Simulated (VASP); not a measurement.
BaTiO3, 5 atoms in the cell. The structure is monoclinic, space group Cm (No. 8). The conventional cell has a = 5.757 Å, b = 6.070 Å, c = 4.060 Å, α = 90.00°, β = 90.43°, γ = 90.00°. Ba (site symmetry m) has 12 O at 2.78 to 3.04 Å and 8 Ti at 3.43 to 3.68 Å within 3.7 Å. Within 2.5 Å of Ti (site symmetry m) lie 6 O at 1.87 to 2.27 Å. Within 2.5 Å of O (site symmetry m) lie 2 Ti at 1.87 to 2.21 Å. Within 2.6 Å of O (site symmetry 1) lie 2 Ti at 1.93 to 2.27 Å.  This cell differs from its parent crystal: strain +0.0600 x Voigt [1, 0, 0, 0, 0, 0].

```yaml
Program: VASP 6.6.1
Task: single point
Functional: PBE
Potentials_or_basis: VASP PAW PBE potentials, release 64 (Ba_sv, Ti_sv, O)
Cutoff: 520 eV
k_mesh: 6 × 6 × 6
Occupations: gaussian, width 0.05 eV
Spin: no spin polarisation
Dipole_correction: no
Further_INCAR_settings: ALGO = Normal; EDIFF = 1e-06; NBANDS = 28
```

Potentials or basis: VASP PAW PBE potentials, release 64 (Ba_sv, Ti_sv, O).

The run is started by

```bash
$ cat potpaw_PBE.64/Ba_sv/POTCAR potpaw_PBE.64/Ti_sv/POTCAR potpaw_PBE.64/O/POTCAR > POTCAR
$ mpirun -np 1 vasp_std > vasp.out
```

Hardware: 1 thread of Intel(R) Xeon(R) Platinum 8559C (Emerald Rapids) (shared host).

Task: Estimate the wall time of this run.

Result: Wall time 65 s on 1 thread of Intel(R) Xeon(R) Platinum 8559C (Emerald Rapids) (shared host), peak memory 0.27 GiB. Counts: scf iterations 16, k points 68.
